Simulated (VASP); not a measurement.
# HfO2 (Fm-3m) in VASP: a series of runs, part 2 of 2

VASP 6.6.1.

## 4. Single point, PBE

Input file INCAR:

```
SYSTEM = HfO2
PREC = Accurate
ENCUT = 520
EDIFF = 1E-6
ISMEAR = 1
SIGMA = 0.001
LREAL = .FALSE.
LASPH = .TRUE.
NELM = 60
ALGO = Normal
ISIF = 2
LWAVE = .FALSE.
LCHARG = .FALSE.
GGA = PE
NBANDS = 18
```

Input file KPOINTS:

```
Automatic mesh
0
G
  9 9 9
  0 0 0
```

Input file POSCAR:

```
HfO2
1.0
    0.0000000000      2.5488082158      2.5488082158
    2.5488082158      0.0000000000      2.5488082158
    2.5488082158      2.5488082158      0.0000000000
Hf O
1 2
Direct
    0.0000000000      0.0000000000      0.0000000000
    0.2500000000      0.2500000000      0.2500000000
    0.7500000000      0.7500000000      0.7500000000
```

Potentials or basis: VASP PAW PBE potentials, release 64 (Hf_pv, O).

The run is started by

```bash
$ cat potpaw_PBE.64/Hf_pv/POTCAR potpaw_PBE.64/O/POTCAR > POTCAR
$ mpirun -np 1 vasp_std > vasp.out
```

OUTCAR:

```text
SYSTEM = HfO2
   PREC = Accurate
   ENCUT = 520
   EDIFF = 1E-6
   ISMEAR = 1
   LREAL = .FALSE.
   LASPH = .TRUE.
   NELM = 60
   ISIF = 2
   GGA = PE

 ion  position               nearest neighbor table
   1  0.000  0.000  0.000-   2 2.21   3 2.21   3 2.21   3 2.21   3 2.21   2 2.21   2 2.21   2 2.21

   2  0.250  0.250  0.250-   1 2.21   1 2.21   1 2.21   1 2.21
   3  0.750  0.750  0.750-   1 2.21   1 2.21   1 2.21   1 2.21

  LATTYP: Found a face centered cubic cell.
 ALAT       =     5.0976164316

  Lattice vectors:

 A1 = (   0.0000000000,   2.5488082158,   2.5488082158)
 A2 = (   2.5488082158,   0.0000000000,   2.5488082158)
 A3 = (   2.5488082158,   2.5488082158,   0.0000000000)

Analysis of symmetry for initial positions (statically):
=====================================================================
 Subroutine PRICEL returns:
 Original cell was already a primitive cell.

 Routine SETGRP: Setting up the symmetry group for a
 face centered cubic supercell.

 Subroutine GETGRP returns: Found 48 space group operations
 (whereof 48 operations were pure point group operations)
 out of a pool of 48 trial point group operations.

[... 165 lines left out ...]

 val. band max:        4.0900060494   @ k =  -0.4444   0.4444   0.0000
 cond. band min:       7.9550893469   @ k =   0.4444   0.4444   0.0000
 fundamental gap:      3.8650832975
 Fermi energy:         4.1626242959

 k-point     1 :       0.0000    0.0000    0.0000
  band No.  band energies     occupation
      1     -25.6225      2.00000
      2     -25.6225      2.00000
      3     -25.6225      2.00000
      4     -14.4908      2.00000
      5     -11.5386      2.00000
      6      -1.1027      2.00000
[... 481 lines left out ...]
      5     -12.4914      2.00000
      6      -2.0879      2.00000
[... 10 lines left out ...]
     17      16.0209      0.00000
     18      17.5100      0.00000

 [... further k-points ...]

------------------------ aborting loop because EDIFF is reached ----------------------------------------

  FORCE on cell =-STRESS in cart. coord.  units (eV):
  Direction    XX          YY          ZZ          XY          YZ          ZX
  --------------------------------------------------------------------------------------
  -------------------------------------------------------------------------------------
  Total       -0.7494661     -0.7494661     -0.7494661     -0.0000000     -0.0000000      0.0000000
  in kB      -36.2594415    -36.2594415    -36.2594415     -0.0000000     -0.0000000      0.0000000
  external PRESSURE =     -36.2594415 kB  Pullay stress =       0.0000000 kB

 VOLUME and BASIS-vectors are now :
 -----------------------------------------------------------------------------
  energy-cutoff  :      520.00
  volume of cell :       33.12
      direct lattice vectors                 reciprocal lattice vectors
     0.000000000  2.548808216  2.548808216    -0.196170115  0.196170115  0.196170115
     2.548808216  0.000000000  2.548808216     0.196170115 -0.196170115  0.196170115
     2.548808216  2.548808216  0.000000000     0.196170115  0.196170115 -0.196170115

 POSITION                                       TOTAL-FORCE (eV/Angst)
 -----------------------------------------------------------------------------------
      0.00000      0.00000      0.00000        -0.000000     -0.000000     -0.000000
      1.27440      1.27440      1.27440         0.000000      0.000000      0.000000
      3.82321      3.82321      3.82321        -0.000000     -0.000000     -0.000000
 -----------------------------------------------------------------------------------
    total drift:                                0.000000      0.000000      0.000000

  FREE ENERGIE OF THE ION-ELECTRON SYSTEM (eV)
  ---------------------------------------------------
  free  energy   TOTEN  =       -30.2433741067 eV

  energy  without entropy=      -30.2433741067  energy(sigma->0) =      -30.24337411
```

stdout:

```text
POSCAR found type information on POSCAR HfO
 POSCAR found :  2 types and       3 ions
 scaLAPACK will be used
 LDA part: xc-table for (Slater+PW92), standard interpolation
 POSCAR, INCAR and KPOINTS ok, starting setup
 FFT: planning ... GRIDC
 FFT: planning ... GRID_SOFT
 FFT: planning ... GRID
 WAVECAR not read
 entering main loop
```

Run time: 14 s. Hardware: 1 thread of Intel Xeon Platinum 8488C (Sapphire Rapids), shared host; peak memory 0.16 GiB.

Results:

```
Free energy            : -30.2434 eV
Pressure               : -3.6 GPa
Band gap on the k mesh : 3.87 eV, indirect (least direct gap 3.98 eV)
```

Levels at points of the mesh, in eV from the valence-band top:
```csv
k point,band 9,band 10,band 11,band 12,band 13,band 14
"(0.00, 0.00, 0.00)",-0.55,-0.55,-0.55,3.89,3.89,5.76
```

Caveat: spin-orbit coupling is left out, which moves the levels of the heavy elements. A k mesh can miss the band edges.

## 5. Single point, PBE

This run uses another cell than the first one, of 11.40 Å³/atom, 1.033 times its volume.

Input file INCAR:

```
SYSTEM = HfO2
  PREC = Accurate
  ENCUT = 520
  EDIFF = 1E-6
  ISMEAR = -1
  SIGMA = 0.02
  LREAL = .False.
  LASPH = .True.
  NELM = 100
  ALGO = Normal
  ISIF = 2
  LWAVE = .False.
  LCHARG = .False.
  GGA = PE
  NBANDS = 18
```

Input file KPOINTS:

```
regular mesh
0
Gamma
  9 9 9
  0 0 0
```

Input file POSCAR:

```
HfO2
1.0
    0.0000000000      2.5765982195      2.5765982195
    2.5765982195      0.0000000000      2.5765982195
    2.5765982195      2.5765982195      0.0000000000
Hf O
1 2
Direct
    0.0000000000      0.0000000000      0.0000000000
    0.2500000000      0.2500000000      0.2500000000
    0.7500000000      0.7500000000      0.7500000000
```

The run is started by

```bash
$ cat potpaw_PBE.64/Hf_pv/POTCAR potpaw_PBE.64/O/POTCAR > POTCAR
$ mpirun -np 1 vasp_std > vasp.out
```

Wall time 14 s (1 thread of Intel Xeon Platinum 8488C (Sapphire Rapids), shared host); peak memory 0.16 GiB.

Results (log left out):

```yaml
Free_energy: -30.1948 eV
Pressure: -10.8 GPa
Band_gap_on_the_k_mesh: 3.77 eV, indirect (least direct gap 3.88 eV)
```

Levels at points of the mesh, in eV from the valence-band top:
| k point | band 7 | band 8 | band 9 | band 10 | band 11 | band 12 | band 13 | band 14 | band 15 | band 16 |
| --- | --- | --- | --- | --- | --- | --- | --- | --- | --- | --- |
| (0.00, 0.00, 0.00) | -5.00 | -5.00 | -0.54 | -0.54 | -0.54 | 3.81 | 3.81 | 5.50 | 9.87 | 9.87 |

Caveat: spin-orbit coupling is left out, which moves the levels of the heavy elements. As with any semilocal functional, this PBE gap is likely too small.

## 6. Relaxation of cell and atoms, PBE

Input file INCAR:

```
SYSTEM = HfO2
PREC = Accurate
ENCUT = 600
EDIFF = 1E-7
ISMEAR = -1
SIGMA = 0.02
LREAL = .FALSE.
LASPH = .TRUE.
NELM = 60
ALGO = Normal
ISIF = 3
LWAVE = .FALSE.
LCHARG = .FALSE.
GGA = PE
IBRION = 2
NSW = 32
EDIFFG = -0.005
```

Input file KPOINTS:

```
Automatic mesh
0
G
  9 9 9
  0 0 0
```

Input file POSCAR:

```
HfO2
1.0
    0.0000000000      2.5488082158      2.5488082158
    2.5488082158      0.0000000000      2.5488082158
    2.5488082158      2.5488082158      0.0000000000
Hf O
1 2
Direct
    0.0000000000      0.0000000000      0.0000000000
    0.2500000000      0.2500000000      0.2500000000
    0.7500000000      0.7500000000      0.7500000000
```

Potentials or basis: VASP PAW PBE potentials, release 64 (Hf_pv, O).

The run is started by

```bash
$ cat potpaw_PBE.64/Hf_pv/POTCAR potpaw_PBE.64/O/POTCAR > POTCAR
$ mpirun -np 1 vasp_std > vasp.out
```

Run time: 51 s. Hardware: 1 thread of Intel Xeon Platinum 8488C (Sapphire Rapids), shared host; peak memory 0.18 GiB.

Results (log left out):

| Property | Result |
| --- | --- |
| Free energy | -30.2551 eV |
| Relaxed volume | 10.87 Å³/atom |
| Relaxed cell | a = 3.586 Å, b = 3.586 Å, c = 3.586 Å, α = 60.00°, β = 60.00°, γ = 60.00° |
| Space group after relaxing (to 0.05 Å) | Fm-3m (No. 225) |
| Energy gained by relaxing | 2.1 meV/atom |
| Ionic steps | 3 |
| Pressure after relaxing | 0.0 GPa |
| Band gap on the k mesh | 3.91 eV, indirect (least direct gap 4.03 eV) |

Step by step:
| step | energy change (eV) | largest force (eV/Å) | pressure (GPa) | volume (Å³) |
| --- | --- | --- | --- | --- |
| 1 | 0.0000 | 0.0000 | -3.88 | 33.12 |
| 2 | 0.0073 | 0.0000 | 6.08 | 31.85 |
| 3 | -0.0064 | 0.0000 | -0.01 | 32.60 |

Final structure:
```cif
data_structure
_symmetry_space_group_name_H-M 'P 1'
_symmetry_Int_Tables_number 1
_cell_length_a 3.5855
_cell_length_b 3.5855
_cell_length_c 3.5855
_cell_angle_alpha 60.000
_cell_angle_beta 60.000
_cell_angle_gamma 60.000
_cell_volume 32.60
loop_
_atom_site_label
_atom_site_type_symbol
_atom_site_fract_x
_atom_site_fract_y
_atom_site_fract_z
_atom_site_occupancy
Hf1 Hf 0.00000 0.00000 0.00000 1
O1 O 0.25000 0.25000 0.25000 1
O2 O 0.75000 0.75000 0.75000 1
```

Levels at points of the mesh, in eV from the valence-band top:
```tsv
k point	band 9	band 10	band 11	band 12	band 13	band 14
(0.00, 0.00, 0.00)	-0.55	-0.55	-0.55	3.93	3.93	5.89
```

Caveat: spin-orbit coupling is left out, which moves the levels of the heavy elements.

## 7. Summary

```tsv
task	cell	cutoff (eV)	smearing	gap on the mesh (eV)	pressure (GPa)
single point	a = 3.605 Å, angles 60.0°, 3 atoms	520	fermi-dirac 0.02 eV	3.87	-3.6
single point	a = 3.605 Å, angles 60.0°, 3 atoms	520	methfessel-paxton 0.001 eV	3.87	-3.6
single point	a = 3.644 Å, angles 60.0°, 3 atoms	520	fermi-dirac 0.02 eV	3.77	-10.8
relaxation of cell and atoms	relaxed from a = 3.605 Å, angles 60.0°, 3 atoms	600	fermi-dirac 0.02 eV	3.91	0.0
```

Alike in all rows: level PBE; potentials or basis VASP PAW PBE potentials, release 64 (Hf_pv, O); no spin polarisation; k mesh 9 × 9 × 9.

Caveats: spin-orbit coupling is left out, which moves the levels of the heavy elements.

Absolute energies hang on the potentials; compare differences alone.
